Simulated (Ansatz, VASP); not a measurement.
## One calculation of Sb, two programs

```xyz
2
Lattice="2.1871 1.2627 3.8458 -2.1871 1.2627 3.8458 0.0000 -2.5254 3.8458" Properties=species:S:1:pos:R:3 pbc="T T T"
Sb    0.0000    0.0000    2.6856
Sb    0.0000    0.0000    8.8518
```

Alike in both runs: functional PBE; k mesh 16 × 16 × 16; occupations gaussian, width 0.1 eV; no spin polarisation.

Ansatz relaxed the structure, and its values are those at the end. VASP's run is a single point on that final structure, the one shown.

|  | VASP | Ansatz |
| --- | --- | --- |
| version | VASP 6.6.1 | Ansatz 0.2.0 |
| potentials or method | VASP PAW PBE potentials, release 64 (Sb) | scalar-relativistic, plane waves, PAW |
| plane-wave cutoff (eV) | 520 | 420 |
| valence electrons in the cell | 10 | 30 |

Ansatz gave:

* gap on the k mesh at the Fermi level (eV): none
* pressure (GPa): 0.0
* rms of the force components (eV/Å): 0.000

Estimate VASP's values.

gap on the k mesh at the Fermi level (eV): none; pressure (GPa): 0.1; rms of the force components (eV/Å): 0.021.

A gap of «none» marks a metal or a gap that the smearing closes. The functional is the same, so the differences come from potentials, cutoffs and numerics. VASP's potentials hold 10 valence electrons a cell and Ansatz's 30, so a difference there can come from the potentials and not from the codes.

Spin-orbit coupling is off throughout.
